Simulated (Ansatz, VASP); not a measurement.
# Two plane-wave programs on Ni

```
CELL_PARAMETERS angstrom
0.00000 -1.73158 -1.73158
0.00000 1.73158 -1.73158
3.46315 0.00000 0.00000
ATOMIC_POSITIONS crystal
Ni 0.50000 0.50000 0.50000
Ni 0.00000 0.00000 0.00000
```

Alike in both runs: task single point; functional PBEsol; k mesh 14 × 14 × 10; occupations gaussian, width 0.15 eV; collinear spin.

```csv
,VASP,Ansatz
version,VASP 6.6.1,Ansatz 0.2.0
potentials or method,"VASP PAW PBE potentials, release 64 (Ni), cutoff 520 eV","scalar-relativistic, plane waves, PAW"
valence electrons in the cell,20,36
```

VASP gave:

```
gap on the k mesh at the Fermi level (eV)                     : none
pressure (GPa)                                                : -0.1
traceless stress, the component that is largest in VASP (GPa) : 0.10
net moment per atom (μB)                                      : 0.60
size of the moment on the site where the two differ most (μB) : 0.60
```

What did Ansatz give for the same quantities?

gap on the k mesh at the Fermi level (eV): none; pressure (GPa): 0.0; traceless stress, the component that is largest in VASP (GPa): 0.08; net moment per atom (μB): 0.61; size of the moment on the site where the two differ most (μB): 0.64.

VASP's potentials were made for PBE, not for PBEsol. Site moments also hang on the region over which each program counts them. A gap of «none» marks a metal or a gap that the smearing closes. VASP's potentials hold 20 valence electrons a cell and Ansatz's 36, so a difference there can come from the potentials and not from the codes.
